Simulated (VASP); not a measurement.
Runs of VASP 6.6.1 on Te. The structure is that of space group P3_121 (No. 152), or close to it. The cells are those of the table. 

```tsv
cell	gap on the mesh (eV)	pressure (GPa)	largest force (eV/Å)
a = 5.312, b = 5.312, c = 5.904 Å, angles 90.0, 90.0, 120.0°, 3 atoms	1.14	(b)	0.07
a = 5.517, b = 5.517, c = 6.131 Å, angles 90.0, 90.0, 120.0°, 3 atoms	1.00	(a)	0.70
a = 5.382, b = 5.382, c = 5.982 Å, angles 90.0, 90.0, 120.0°, 3 atoms	1.09	-0.8	0.23
a = 5.450, b = 5.450, c = 6.057 Å, angles 90.0, 90.0, 120.0°, 3 atoms	1.05	-1.5	0.48
```

Alike in all rows: task single point; level BLYP; potentials or basis VASP PAW PBE potentials, release 64 (Te); no spin polarisation; k mesh 7 × 7 × 5; cutoff (eV) 520; smearing fermi-dirac 0.05 eV.

Problem. Fill in the values left out.

Solution. (a) -2.1; (b) 0.2.

Caveats: the PAW data sets were made with another functional, which shifts forces and pressure a little; spin-orbit coupling is left out, which moves the levels of the heavy elements.

A k mesh can miss the band edges, and the runs leave out spin-orbit coupling on Te.
